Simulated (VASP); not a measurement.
# KGeCl (P4/nmm) in VASP: single point with PBE

Aim: the single point of KGeCl with PBE.

Everything below comes from runs of VASP 6.6.1. Logs are shortened: lines on timing, memory, paths and dates and some standing lists are left out, and cuts for length are marked.

## (1) The cell of the first run

The structure is tetragonal, space group P4/nmm (No. 129). The conventional cell has a = 4.825 Å, b = 4.825 Å, c = 8.606 Å, α = 90.00°, β = 90.00°, γ = 90.00°. Within 4.5 Å of K (site symmetry 4mm) lie 5 Ge at 3.45 to 3.70 Å and 4 K at 3.97 Å and 4 Cl at 4.08 Å. Within 4.0 Å of Ge (site symmetry 4mm) lie 4 Cl at 3.05 Å and 5 K at 3.45 to 3.70 Å. Within 4.1 Å of Cl (site symmetry -4m2) lie 4 Ge at 3.05 Å and 4 Cl at 3.41 Å and 4 K at 4.08 Å.

## (2) Single point, PBE

Input file INCAR:

```
ALGO     = Normal         # electronic algorithm
EDIFF    = 1E-6           # SCF threshold, eV
ENCUT    = 500            # plane-wave cutoff, eV
GGA      = PE             # functional
GGA_COMPAT= False        
ISIF     = 2              # what is computed and relaxed
ISMEAR   = -1             # smearing method
LASPH    = True           # aspherical terms in the spheres
LCHARG   = False          # write CHGCAR
LREAL    = False          # projectors in reciprocal space
LWAVE    = False          # write WAVECAR
NBANDS   = 39             # bands
NELM     = 120            # most SCF steps
PREC     = Accurate       # precision mode
SIGMA    = 0.1            # smearing width, eV
```

Input file KPOINTS:

```
k-points
0
Gamma
  7 7 4
```

Input file POSCAR:

```
KGeCl
1.0
    4.8250560000      0.0000000000      0.0000000000
    0.0000000000      4.8250560000      0.0000000000
    0.0000000000      0.0000000000      8.6060730000
K Ge Cl
2 2 2
Direct
    0.2500000000      0.2500000000      0.6180000000
    0.7500000000      0.7500000000      0.3820000000
    0.2500000000      0.2500000000      0.2170000000
    0.7500000000      0.7500000000      0.7830000000
    0.7500000000      0.2500000000      0.0000000000
    0.2500000000      0.7500000000      0.0000000000
```

Potentials or basis: VASP PAW PBE potentials, release 64 (K_sv, Ge_d, Cl).

The run is started by

```
> cat potpaw_PBE.64/K_sv/POTCAR potpaw_PBE.64/Ge_d/POTCAR potpaw_PBE.64/Cl/POTCAR > POTCAR
> mpirun -np 1 vasp_std > vasp.out
```

OUTCAR:

```text
EDIFF = 1E-6
   ENCUT = 500
   GGA = PE
   ISIF = 2
   ISMEAR = -1
   LASPH = True
   LREAL = False
   NELM = 120
   PREC = Accurate

 ion  position               nearest neighbor table
   1  0.250  0.250  0.618-
   2  0.750  0.750  0.382-
   3  0.250  0.250  0.217-
   4  0.750  0.750  0.783-
   5  0.750  0.250  0.000-
   6  0.250  0.750  0.000-

  LATTYP: Found a simple tetragonal cell.
 ALAT       =     4.8250560000
 C/A-ratio  =     1.7836213714

  Lattice vectors:

 A1 = (   4.8250560000,   0.0000000000,   0.0000000000)
 A2 = (   0.0000000000,   4.8250560000,   0.0000000000)
 A3 = (   0.0000000000,   0.0000000000,   8.6060730000)

Analysis of symmetry for initial positions (statically):
=====================================================================
 Subroutine PRICEL returns:
 Original cell was already a primitive cell.

 Routine SETGRP: Setting up the symmetry group for a
 simple tetragonal supercell.

 Subroutine GETGRP returns: Found 16 space group operations
 (whereof  4 operations were pure point group operations)
 out of a pool of 16 trial point group operations.

The static configuration has the point symmetry C_2h.
 The point group associated with its full space group is D_4h.

Analysis of symmetry for dynamics (positions and initial velocities):
=====================================================================
 Subroutine PRICEL returns:
 Original cell was already a primitive cell.

 Routine SETGRP: Setting up the symmetry group for a
 simple tetragonal supercell.

 Subroutine GETGRP returns: Found 16 space group operations
 (whereof  4 operations were pure point group operations)
 out of a pool of 16 trial point group operations.

The dynamic configuration has the point symmetry C_2h.
 The point group associated with its full space group is D_4h.

 Subroutine INISYM returns: Found 16 space group operations
 (whereof  4 operations are pure point group operations),
 and found     1 'primitive' translations

----------------------------------------------------------------------------------------

                                     Primitive cell

  volume of cell :     200.3594

  direct lattice vectors                    reciprocal lattice vectors
     4.825056000  0.000000000  0.000000000     0.207251481  0.000000000  0.000000000
     0.000000000  4.825056000  0.000000000     0.000000000  0.207251481  0.000000000
     0.000000000  0.000000000  8.606073000     0.000000000  0.000000000  0.116197016

  length of vectors
     4.825056000  4.825056000  8.606073000     0.207251481  0.207251481  0.116197016

  position of ions in fractional coordinates (direct lattice)
     0.250000000  0.250000000  0.618000000
     0.750000000  0.750000000  0.382000000
     0.250000000  0.250000000  0.217000000
     0.750000000  0.750000000  0.783000000
     0.750000000  0.250000000  0.000000000
     0.250000000  0.750000000  0.000000000

  ion indices of the primitive-cell ions
   primitive index   ion index
                 1           1
                 2           2
                 3           3
                 4           4
                 5           5
                 6           6

----------------------------------------------------------------------------------------

 KPOINTS: k-points

Automatic generation of k-mesh.
 Grid dimensions read from file:
 generate k-points for:    7    7    4

 Generating k-lattice:

  Cartesian coordinates                     Fractional coordinates (reciprocal lattice)
     0.029607354  0.000000000  0.000000000     0.142857143  0.000000000  0.000000000
     0.000000000  0.029607354  0.000000000     0.000000000  0.142857143  0.000000000
     0.000000000  0.000000000  0.029049254     0.000000000  0.000000000  0.250000000

  Length of vectors
     0.029607354  0.029607354  0.029049254

  Shift w.r.t. Gamma in fractional coordinates (k-lattice)
     0.000000000  0.000000000  0.000000000

 Subroutine IBZKPT returns following result:
 ===========================================

 Found     30 irreducible k-points:

 Following reciprocal coordinates:
            Coordinates               Weight
  0.000000  0.000000  0.000000      1.000000
  0.142857  0.000000  0.000000      4.000000
  0.285714  0.000000  0.000000      4.000000
  0.428571  0.000000  0.000000      4.000000
  0.142857  0.142857  0.000000      4.000000
  0.285714  0.142857  0.000000      8.000000
[... 16 lines left out ...]
  0.285714  0.000000  0.500000      4.000000
  0.428571  0.000000  0.500000      4.000000
 [... further k-points ...]
   k-points           NKPTS =     30   k-points in BZ     NKDIM =     30   number of bands    NBANDS=     39
   number of dos      NEDOS =    301   number of ions     NIONS =      6
   total plane-waves  NPLWV =  82944
   dimension x,y,z NGX =    36 NGY =   36 NGZ =   64
   dimension x,y,z NGXF=    72 NGYF=   72 NGZF=  128
   ions per type =               2   2   2
   NGX,Y,Z   is equivalent  to a cutoff of  12.40, 12.40, 12.36 a.u.
   NGXF,Y,Z  is equivalent  to a cutoff of  24.81, 24.81, 24.73 a.u.
 SYSTEM =  unknown system
   PREC   = accura    normal or accurate (medium, high low for compatibility)
   ISTART =      0    job   : 0-new  1-cont  2-samecut
   ICHARG =      2    charge: 1-file 2-atom 10-const
   ISPIN  =      1    spin polarized calculation?
   LNONCOLLINEAR =      F non collinear calculations
   LSORBIT =      F    spin-orbit coupling
   LASPH  =      T    aspherical Exc in radial PAW
   ENCUT  =  500.0 eV  36.75 Ry    6.06 a.u.   8.80  8.80 15.69*2*pi/ulx,y,z
   NELM   =    120;   NELMIN=  2; NELMDL= -5     # of ELM steps
   EDIFF  = 0.1E-05   stopping-criterion for ELM
   LREAL  =      F    real-space projection
   EDIFFG = 0.1E-04   stopping-criterion for IOM
   NSW    =      0    number of steps for IOM
   IBRION =     -1    ionic relax: 0-MD 1-quasi-New 2-CG
   NFREE  =      0    steps in history (QN), initial steepest desc. (CG)
   ISIF   =      2    stress and relaxation
   ISYM   =      2    0-nonsym 1-usesym 2-fastsym
   POTIM  = 0.5000    time-step for ionic-motion
   TEBEG  =    0.0;   TEEND  =   0.0 temperature during run
   PSTRESS=    0.0 pullay stress
   NELECT =      60.0000    total number of electrons
   NUPDOWN=      -1.0000    fix difference up-down
   EMIN   =  10.00;   EMAX   =-10.00  energy-range for DOS
   EFERMI =   0.00;   METHOD = LEGACY
   ISMEAR =    -1;   SIGMA  =   0.10  broadening in eV -4-tet -1-fermi 0-gaus
   EFERMI_NEDOS =   21; number of points for ismear=-14 and -15
   IALGO  =     38    algorithm
   IMIX   =      4    mixing-type and parameters
     AMIX     =   0.40;   BMIX     =  1.00
     AMIX_MAG =   1.60;   BMIX_MAG =  1.00
  volume/ion in A,a.u.               =      33.39       225.35
  Fermi-wavevector in a.u.,A,eV,Ry     =   1.095272  2.069764 16.321832  1.199621
  Thomas-Fermi vector in A             =   2.231593
   LORBIT       =      0    0 simple, 1 ext, 2 COOP (PROOUT), +10 PAW based schemes
   GGA     = PE    functional components
   LHFCALC =     F    Hartree Fock is set to
   AEXX    =    0.0000 exact exchange contribution
   IVDW    =     0    specifies the selected vdW correction
   LEPSILON=     F    determine dielectric tensor
   LRPA    =     F    only Hartree local field effects (RPA)
 non-spin polarized calculation
  energy-cutoff  :      500.00
  volume of cell :      200.36
 maximum number of plane-waves:      5119
 NGX is ok and might be reduce to    36
   NGX = 17   NGY = 17   NGZ = 31

 number of electron      59.9999957 magnetization

 Free energy of the ion-electron system (eV)
  ---------------------------------------------------
  ext. energy  EPLUGINS =         0.00000000
  ---------------------------------------------------
  free energy    TOTEN  =       -14.47603161 eV

  energy without entropy =      -14.32928643  energy(sigma->0) =      -14.40265902

 E-fermi :   1.8338     XC(G=0):  -7.9257

 val. band max:        1.7938389453   @ k =   0.1429   0.1429   0.2500
 cond. band min:       1.8419134783   @ k =   0.1429   0.0000   0.2500
 fundamental gap:      0.0480745330
 Fermi energy:         1.8338186003

 k-point     1 :       0.0000    0.0000    0.0000
  band No.  band energies     occupation
      1     -29.4508      2.00000
      2     -29.4259      2.00000
      3     -23.7248      2.00000
      4     -23.7247      2.00000
      5     -23.7107      2.00000
      6     -23.7107      2.00000
[... 31 lines left out ...]
     38       6.6448      0.00000
     39       6.7484      0.00000

 k-point     2 :       0.1429    0.0000    0.0000
  band No.  band energies     occupation
      1     -29.4494      2.00000
      2     -29.4270      2.00000
      3     -23.7248      2.00000
      4     -23.7247      2.00000
      5     -23.7107      2.00000
      6     -23.7107      2.00000
[... 31 lines left out ...]
     38       6.6309      0.00000
     39       6.7327      0.00000

 k-point     3 :       0.2857    0.0000    0.0000
  band No.  band energies     occupation
      1     -29.4456      2.00000
      2     -29.4300      2.00000
      3     -23.7247      2.00000
      4     -23.7247      2.00000
      5     -23.7108      2.00000
      6     -23.7107      2.00000
[... 31 lines left out ...]
     38       6.5831      0.00000
     39       6.7682      0.00000

 k-point     4 :       0.4286    0.0000    0.0000
  band No.  band energies     occupation
      1     -29.4402      2.00000
      2     -29.4347      2.00000
      3     -23.7247      2.00000
      4     -23.7247      2.00000
      5     -23.7109      2.00000
      6     -23.7108      2.00000
[... 31 lines left out ...]
     38       6.9051      0.00000
     39       6.9141      0.00000
[... 754 lines left out ...]
     38       6.3909      0.00000
     39       6.4222      0.00000

 k-point    23 :       0.2857    0.0000    0.5000
  band No.  band energies     occupation
      1     -29.4455      2.00000
      2     -29.4300      2.00000
      3     -23.7247      2.00000
      4     -23.7247      2.00000
      5     -23.7108      2.00000
      6     -23.7107      2.00000
[... 31 lines left out ...]
     38       6.3812      0.00000
     39       6.9185      0.00000

 k-point    24 :       0.4286    0.0000    0.5000
  band No.  band energies     occupation
      1     -29.4402      2.00000
      2     -29.4347      2.00000
      3     -23.7247      2.00000
      4     -23.7247      2.00000
      5     -23.7109      2.00000
      6     -23.7108      2.00000
[... 31 lines left out ...]
     38       6.7037      0.00000
     39       6.9664      0.00000

 [... further k-points ...]
[... 5 lines left out ...]
  --------------------------------------------------------------------------------------
  -------------------------------------------------------------------------------------
  Total       -0.3957913     -0.3957913     -3.8513747      0.0000000      0.0000000      0.0000000
  in kB       -3.1649519     -3.1649519    -30.7975817      0.0000000      0.0000000      0.0000000
  external PRESSURE =     -12.3758285 kB  Pullay stress =       0.0000000 kB

 VOLUME and BASIS-vectors are now :
 -----------------------------------------------------------------------------
  energy-cutoff  :      500.00
  volume of cell :      200.36
      direct lattice vectors                 reciprocal lattice vectors
     4.825056000  0.000000000  0.000000000     0.207251481  0.000000000  0.000000000
     0.000000000  4.825056000  0.000000000     0.000000000  0.207251481  0.000000000
     0.000000000  0.000000000  8.606073000     0.000000000  0.000000000  0.116197016

 POSITION                                       TOTAL-FORCE (eV/Angst)
 -----------------------------------------------------------------------------------
      1.20626      1.20626      5.31855        -0.000000     -0.000000      0.724886
      3.61879      3.61879      3.28752        -0.000000      0.000000     -0.724886
      1.20626      1.20626      1.86752         0.000000     -0.000000     -0.740175
      3.61879      3.61879      6.73856         0.000000     -0.000000      0.740175
      3.61879      1.20626      0.00000        -0.000000      0.000000      0.000000
      1.20626      3.61879      0.00000        -0.000000     -0.000000      0.000000
 -----------------------------------------------------------------------------------
    total drift:                                0.000000      0.000000      0.000000

  FREE ENERGIE OF THE ION-ELECTRON SYSTEM (eV)
  ---------------------------------------------------
  free  energy   TOTEN  =       -14.4760316055 eV

  energy  without entropy=      -14.3292864266  energy(sigma->0) =      -14.40265902
```

Wall time 3.9 min (1 thread of Intel Xeon 8259CL, shared host); peak memory 0.39 GiB.

Results:

| Quantity | Value |
| --- | --- |
| Free energy | -14.4760 eV |
| Pressure | -1.2 GPa |
| Largest force | 0.740 eV/Å |
| Band gap on the k mesh | zero (bands 30 and 31 overlap by 0.10 eV) |

Forces on the atoms (eV/Å):
```
K    0.000  0.000  0.725
K    0.000  0.000 -0.725
Ge   0.000  0.000 -0.740
Ge   0.000  0.000  0.740
Cl   0.000  0.000  0.000
Cl   0.000  0.000  0.000
```
